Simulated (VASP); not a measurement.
# Pr2F: single point with PBE

Crystal: Pr2F.

```xyz
3
Lattice="5.2029 0.0000 0.0000 -2.6014 4.5058 0.0000 0.0000 0.0000 3.3789" Properties=species:S:1:pos:R:3 pbc="T T T"
Pr    0.0000    3.0039    1.6895
Pr    2.6014    1.5019    1.6895
F     0.0000    0.0000    1.6895
```

The cell was generated, and may not be a known phase.

```yaml
Program: VASP 6.6.1
Task: single point
Functional: PBE
Potentials_or_basis: VASP PAW PBE potentials, release 64 (Pr_3, F), 4f in core
Cutoff: 600 eV
k_mesh: 6 × 6 × 6
Occupations: gaussian, width 0.1 eV
Spin: no spin polarisation
Dipole_correction: no
Further_INCAR_settings: ALGO = Normal; EDIFF = 1e-06; NBANDS = 22
```

* Pressure: -0.1 GPa
* Band gap on the k mesh: zero (an odd number of electrons rules out a gap without spin polarisation)

Levels at points of the mesh, in eV from the Fermi level:
```
           k point  band 11  band 12  band 13  band 14  band 15  band 16  band 17  band 18  band 19  band 20
(0.00, 0.00, 0.00)    -5.41    -4.20    -2.58    -0.64     0.58     1.78     1.78     2.21     2.21     2.47
(0.50, 0.00, 0.00)    -5.36    -4.23    -1.52    -1.10    -0.69     0.07     1.09     2.12     2.47     2.98
(0.00, 0.00, 0.50)    -5.25    -4.88    -1.48    -1.48     0.30     1.65     1.65     2.49     2.49     2.55
(0.50, 0.00, 0.50)    -5.21    -5.04    -2.00    -1.04    -0.34     0.52     0.65     1.90     3.25     4.92
```

Wall time 30 s on 1 thread of AMD EPYC 9R45 96-Core Processor (Zen 5), on a shared host, peak memory 0.21 GiB.

Caveat: spin-orbit coupling is left out, which moves the levels of the heavy elements; the 4f electrons are frozen in the core, so they carry no moment and show no levels; the run has no spin polarisation, though such a crystal can be magnetic. With open d or f shells a metallic result of PBE can be an artefact of self-interaction; +U or a hybrid may open a gap.
